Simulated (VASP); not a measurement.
# Li (a cell with a defect) in VASP: single point with PBE+D3(BJ)

Aim: the single point of Li (a cell with a defect) with PBE+D3(BJ).

All numbers are computed with VASP 6.6.1; they aren't measurements. Logs are shortened: lines on timing, memory, paths and dates and some standing lists are left out, and cuts for length are marked.

## 1. The cell of the first run

The cell holds a defect, 17 atoms: a = 6.980 Å, b = 6.980 Å, c = 6.980 Å, α = 90.00°, β = 90.00°, γ = 90.00°.

## 2. Single point, PBE+D3(BJ)

File INCAR:

```
PREC = Accurate
ENCUT = 520
EDIFF = 1E-6
ISMEAR = -1
SIGMA = 0.1
LREAL = Auto
LASPH = True
NELM = 60
ALGO = Normal
ISIF = 2
LWAVE = False
LCHARG = False
GGA = PE
IVDW = 12
NBANDS = 40
```

File KPOINTS:

```
regular mesh
0
Gamma
  2 2 2
```

File POSCAR:

```
Li
1.0
    6.9800000000      0.0000000000      0.0000000000
    0.0000000000      6.9800000000      0.0000000000
    0.0000000000      0.0000000000      6.9800000000
Li
17
Direct
   -0.0006628404      0.0096872890      0.0146820710
    0.4685562637      0.0112121178      0.0293495133
   -0.0148547221      0.4772771167      0.0403887067
   -0.0003001000      0.0099202715      0.4932279837
    0.2687663082      0.2939613449      0.2334899546
    0.5235289153      0.5275602899     -0.0083278404
    0.4073652029      0.0174702937      0.4428959458
    0.7246525422      0.2427434570      0.2695235442
    0.0065834960      0.4811772397      0.4774232364
    0.2382779869      0.7323055838      0.2381581832
    0.2497180755      0.2691981308      0.7570987407
    0.5119410933      0.5231646996      0.5140752635
    0.7404142506      0.7664310501      0.2660843258
    0.7654734442      0.2742547264      0.7566499221
    0.2506375348      0.7429997184      0.7567552657
    0.8569200194      0.6839788463      0.7621303655
    0.6248758294     -0.0678573756      0.7035929183
```

Potentials or basis: VASP PAW PBE potentials, release 64 (Li_sv).

Command:

```
cat potpaw_PBE.64/Li_sv/POTCAR > POTCAR
mpirun -np 1 vasp_std > vasp.out
```

OUTCAR:

```text
PREC = Accurate
   ENCUT = 520
   EDIFF = 1E-6
   ISMEAR = -1
   LREAL = Auto
   LASPH = True
   NELM = 60
   ISIF = 2
   GGA = PE
   IVDW = 12
 IVDW          = 12

 ion  position               nearest neighbor table
   1  0.999  0.010  0.015-
   2  0.469  0.011  0.029-  17 2.58
   3  0.985  0.477  0.040-  16 2.58
   4  1.000  0.010  0.493-
   5  0.269  0.294  0.233-
   6  0.524  0.528  0.992-
   7  0.407  0.017  0.443-  17 2.44
   8  0.725  0.243  0.270-
   9  0.007  0.481  0.477-
  10  0.238  0.732  0.238-
  11  0.250  0.269  0.757-
  12  0.512  0.523  0.514-
  13  0.740  0.766  0.266-
  14  0.765  0.274  0.757-
  15  0.251  0.743  0.757-
  16  0.857  0.684  0.762-  17 2.41   3 2.58
  17  0.625  0.932  0.704-  16 2.41   7 2.44   2 2.58

  LATTYP: Found a simple cubic cell.
 ALAT       =     6.9800000000

  Lattice vectors:

 A1 = (   6.9800000000,   0.0000000000,   0.0000000000)
 A2 = (   0.0000000000,   6.9800000000,   0.0000000000)
 A3 = (   0.0000000000,   0.0000000000,   6.9800000000)

Analysis of symmetry for initial positions (statically):
=====================================================================
 Subroutine PRICEL returns:
 Original cell was already a primitive cell.

 Routine SETGRP: Setting up the symmetry group for a
 simple cubic supercell.

 Subroutine GETGRP returns: Found  1 space group operations
 (whereof  1 operations were pure point group operations)
 out of a pool of 48 trial point group operations.

The static configuration has the point symmetry C_1 .

Analysis of symmetry for dynamics (positions and initial velocities):
=====================================================================
 Subroutine PRICEL returns:
 Original cell was already a primitive cell.

 Routine SETGRP: Setting up the symmetry group for a
 simple cubic supercell.

 Subroutine GETGRP returns: Found  1 space group operations
 (whereof  1 operations were pure point group operations)
 out of a pool of 48 trial point group operations.

The dynamic configuration has the point symmetry C_1 .

 Subroutine INISYM returns: Found  1 space group operations
 (whereof  1 operations are pure point group operations),
 and found     1 'primitive' translations

----------------------------------------------------------------------------------------

                                     Primitive cell

  volume of cell :     340.0684

  direct lattice vectors                    reciprocal lattice vectors
     6.980000000  0.000000000  0.000000000     0.143266476  0.000000000  0.000000000
     0.000000000  6.980000000  0.000000000     0.000000000  0.143266476  0.000000000
     0.000000000  0.000000000  6.980000000     0.000000000  0.000000000  0.143266476

  length of vectors
     6.980000000  6.980000000  6.980000000     0.143266476  0.143266476  0.143266476

  position of ions in fractional coordinates (direct lattice)
     0.999337160  0.009687289  0.014682071
     0.468556264  0.011212118  0.029349513
     0.985145278  0.477277117  0.040388707
     0.999699900  0.009920272  0.493227984
     0.268766308  0.293961345  0.233489955
     0.523528915  0.527560290  0.991672160
[... 9 lines left out ...]
     0.856920019  0.683978846  0.762130365
     0.624875829  0.932142624  0.703592918

  ion indices of the primitive-cell ions
   primitive index   ion index
                 1           1
                 2           2
                 3           3
                 4           4
                 5           5
                 6           6
[... 9 lines left out ...]
                16          16
                17          17

----------------------------------------------------------------------------------------

 KPOINTS: regular mesh

Automatic generation of k-mesh.
 Grid dimensions read from file:
 generate k-points for:    2    2    2

 Generating k-lattice:

  Cartesian coordinates                     Fractional coordinates (reciprocal lattice)
     0.071633238  0.000000000  0.000000000     0.500000000  0.000000000  0.000000000
     0.000000000  0.071633238  0.000000000     0.000000000  0.500000000  0.000000000
     0.000000000  0.000000000  0.071633238     0.000000000  0.000000000  0.500000000

  Length of vectors
     0.071633238  0.071633238  0.071633238

  Shift w.r.t. Gamma in fractional coordinates (k-lattice)
     0.000000000  0.000000000  0.000000000

 Subroutine IBZKPT returns following result:
 ===========================================

 Found      8 irreducible k-points:

 Following reciprocal coordinates:
            Coordinates               Weight
  0.000000  0.000000  0.000000      1.000000
  0.500000  0.000000  0.000000      1.000000
  0.000000  0.500000  0.000000      1.000000
  0.000000  0.000000  0.500000      1.000000
  0.500000  0.500000  0.000000      1.000000
  0.000000  0.500000  0.500000      1.000000
  0.500000  0.000000  0.500000      1.000000
  0.500000  0.500000  0.500000      1.000000
   k-points           NKPTS =      8   k-points in BZ     NKDIM =      8   number of bands    NBANDS=     40
   number of dos      NEDOS =    301   number of ions     NIONS =     17
   total plane-waves  NPLWV = 157464
   dimension x,y,z NGX =    54 NGY =   54 NGZ =   54
   dimension x,y,z NGXF=   108 NGYF=  108 NGZF=  108
   ions per type =              17
   NGX,Y,Z   is equivalent  to a cutoff of  12.86, 12.86, 12.86 a.u.
   NGXF,Y,Z  is equivalent  to a cutoff of  25.72, 25.72, 25.72 a.u.
 SYSTEM =  unknown system
   PREC   = accura    normal or accurate (medium, high low for compatibility)
   ISTART =      0    job   : 0-new  1-cont  2-samecut
   ICHARG =      2    charge: 1-file 2-atom 10-const
   ISPIN  =      1    spin polarized calculation?
   LNONCOLLINEAR =      F non collinear calculations
   LSORBIT =      F    spin-orbit coupling
   LASPH  =      T    aspherical Exc in radial PAW
   ENCUT  =  520.0 eV  38.22 Ry    6.18 a.u.  12.98 12.98 12.98*2*pi/ulx,y,z
   NELM   =     60;   NELMIN=  2; NELMDL= -5     # of ELM steps
   EDIFF  = 0.1E-05   stopping-criterion for ELM
   LREAL  =      T    real-space projection
   EDIFFG = 0.1E-04   stopping-criterion for IOM
   NSW    =      0    number of steps for IOM
[... 5 lines left out ...]
   TEBEG  =    0.0;   TEEND  =   0.0 temperature during run
   PSTRESS=    0.0 pullay stress
   NELECT =      51.0000    total number of electrons
   NUPDOWN=      -1.0000    fix difference up-down
   EMIN   =  10.00;   EMAX   =-10.00  energy-range for DOS
   EFERMI =   0.00;   METHOD = LEGACY
   ISMEAR =    -1;   SIGMA  =   0.10  broadening in eV -4-tet -1-fermi 0-gaus
   EFERMI_NEDOS =   21; number of points for ismear=-14 and -15
   IALGO  =     38    algorithm
   IMIX   =      4    mixing-type and parameters
     AMIX     =   0.40;   BMIX     =  1.00
     AMIX_MAG =   1.60;   BMIX_MAG =  1.00
  volume/ion in A,a.u.               =      20.00       134.99
  Fermi-wavevector in a.u.,A,eV,Ry     =   0.869780  1.643646 10.293044  0.756517
  Thomas-Fermi vector in A             =   1.988651
   LORBIT       =      0    0 simple, 1 ext, 2 COOP (PROOUT), +10 PAW based schemes
   GGA     = PE    functional components
   LHFCALC =     F    Hartree Fock is set to
   AEXX    =    0.0000 exact exchange contribution
   IVDW    =    12    specifies the selected vdW correction
   LEPSILON=     F    determine dielectric tensor
   LRPA    =     F    only Hartree local field effects (RPA)
 non-spin polarized calculation
  energy-cutoff  :      520.00
  volume of cell :      340.07
 maximum number of plane-waves:      9124
 NGX is ok and might be reduce to    54
   NGX = 25   NGY = 25   NGZ = 25

 number of electron      50.9999995 magnetization

 Free energy of the ion-electron system (eV)
  ---------------------------------------------------
  ext. energy  EPLUGINS =         0.00000000
  ---------------------------------------------------
  free energy    TOTEN  =       -31.56821819 eV

  energy without entropy =      -31.22286374  energy(sigma->0) =      -31.39554096

 E-fermi :   0.4672     XC(G=0):  -7.0706

 val. band max:        0.4376681883   @ k =   0.5000   0.5000   0.0000
 cond. band min:       0.5299698334   @ k =   0.0000   0.5000   0.5000
 fundamental gap:      0.0923016451
 Fermi energy:         0.4671680076

 k-point     1 :       0.0000    0.0000    0.0000
  band No.  band energies     occupation
      1     -46.1052      2.00000
      2     -45.9652      2.00000
      3     -45.9350      2.00000
      4     -45.9277      2.00000
      5     -45.9262      2.00000
      6     -45.9163      2.00000
[... 29 lines left out ...]
     36       3.6668      0.00000
     37       3.8041      0.00000

 k-point     2 :       0.5000    0.0000    0.0000
  band No.  band energies     occupation
      1     -46.1052      2.00000
      2     -45.9653      2.00000
      3     -45.9348      2.00000
      4     -45.9280      2.00000
      5     -45.9261      2.00000
      6     -45.9163      2.00000
[... 29 lines left out ...]
     36       3.7182      0.00000
     37       3.7630      0.00000

 k-point     3 :       0.0000    0.5000    0.0000
  band No.  band energies     occupation
      1     -46.1051      2.00000
      2     -45.9654      2.00000
      3     -45.9349      2.00000
      4     -45.9278      2.00000
      5     -45.9262      2.00000
      6     -45.9163      2.00000
[... 29 lines left out ...]
     36       3.7033      0.00000
     37       3.7846      0.00000
[... 121 lines left out ...]
 k-point     7 :       0.5000    0.0000    0.5000
  band No.  band energies     occupation
      1     -46.1051      2.00000
      2     -45.9652      2.00000
      3     -45.9348      2.00000
      4     -45.9277      2.00000
      5     -45.9264      2.00000
      6     -45.9164      2.00000
[... 29 lines left out ...]
     36       4.1102      0.00000
     37       4.5601      0.00000

 k-point     8 :       0.5000    0.5000    0.5000
  band No.  band energies     occupation
      1     -46.1051      2.00000
      2     -45.9653      2.00000
      3     -45.9347      2.00000
      4     -45.9277      2.00000
      5     -45.9264      2.00000
      6     -45.9164      2.00000
[... 29 lines left out ...]
     36       3.1589      0.00000
     37       3.2051      0.00000
 [bands above 37 left out]

------------------------ aborting loop because EDIFF is reached ----------------------------------------

 Edisp (eV)   -2.91874

 E8    (eV) :    -1.2177

  FORCE on cell =-STRESS in cart. coord.  units (eV):
  Direction    XX          YY          ZZ          XY          YZ          ZX
  --------------------------------------------------------------------------------------
  -------------------------------------------------------------------------------------
  Total      -1.84428    -1.98408    -2.14335    -0.77474    -0.12389     0.52577
  in kB      -8.68903    -9.34769   -10.09803    -3.65007    -0.58371     2.47708
  external pressure =       -9.38 kB  Pullay stress =        0.00 kB

 VOLUME and BASIS-vectors are now :
 -----------------------------------------------------------------------------
  energy-cutoff  :      520.00
  volume of cell :      340.07
      direct lattice vectors                 reciprocal lattice vectors
     6.980000000  0.000000000  0.000000000     0.143266476  0.000000000  0.000000000
     0.000000000  6.980000000  0.000000000     0.000000000  0.143266476  0.000000000
     0.000000000  0.000000000  6.980000000     0.000000000  0.000000000  0.143266476

 POSITION                                       TOTAL-FORCE (eV/Angst)
 -----------------------------------------------------------------------------------
      6.97537      0.06762      0.10248         0.004767      0.014221     -0.027135
      3.27052      0.07826      0.20486         0.040961     -0.010303     -0.005186
      6.87631      3.33139      0.28191         0.030756     -0.039958      0.048332
      6.97791      0.06924      3.44273         0.034017      0.012047      0.025928
      1.87599      2.05185      1.62976        -0.041674      0.058977     -0.036050
      3.65423      3.68237      6.92187         0.024618      0.020550     -0.007304
[... 9 lines left out ...]
      5.98130      4.77417      5.31967         0.016028      0.019519      0.034614
      4.36163      6.50636      4.91108         0.007367     -0.055264     -0.064561
 -----------------------------------------------------------------------------------
    total drift:                               -0.002019      0.006464      0.008487

  FREE ENERGIE OF THE ION-ELECTRON SYSTEM (eV)
  ---------------------------------------------------
  free  energy   TOTEN  =       -34.4869544337 eV

  energy  without entropy=      -34.1415999876  energy(sigma->0) =      -34.31427721
```

It took 2.2 min on 1 thread of Intel Xeon Platinum 8488C (Sapphire Rapids), shared host; peak memory 0.37 GiB.

Results:

```
Free energy                : -34.4870 eV
Largest force              : 0.085 eV/Å
Band gap on the k mesh     : zero (an odd number of electrons rules out a gap without spin polarisation)
Dispersion energy per atom : -0.172 eV
```

Forces in eV/Å, atoms in the order of the input:
```
Li   0.005  0.014 -0.027
Li   0.041 -0.010 -0.005
Li   0.031 -0.040  0.048
Li   0.034  0.012  0.026
Li  -0.042  0.059 -0.036
Li   0.025  0.021 -0.007
Li  -0.011  0.033  0.036
Li  -0.022 -0.009  0.023
Li   0.048 -0.010 -0.036
Li  -0.048 -0.035 -0.006
Li   0.005 -0.019  0.019
Li   0.011 -0.013 -0.001
Li  -0.010  0.001  0.000
Li  -0.051  0.012 -0.013
Li  -0.039  0.020  0.009
Li   0.016  0.020  0.035
Li   0.007 -0.055 -0.065
```

Caveat: the k points lie up to 0.45 Å⁻¹ apart, too coarse for converged energies and pressures of a metal; the cutoff is under 1.25 times the usual one of these potentials, so pressure, stress and relaxed cells hold a basis-set (Pulay) error.

The gap in the log of VASP goes by the Fermi energy; the results here count the filled bands.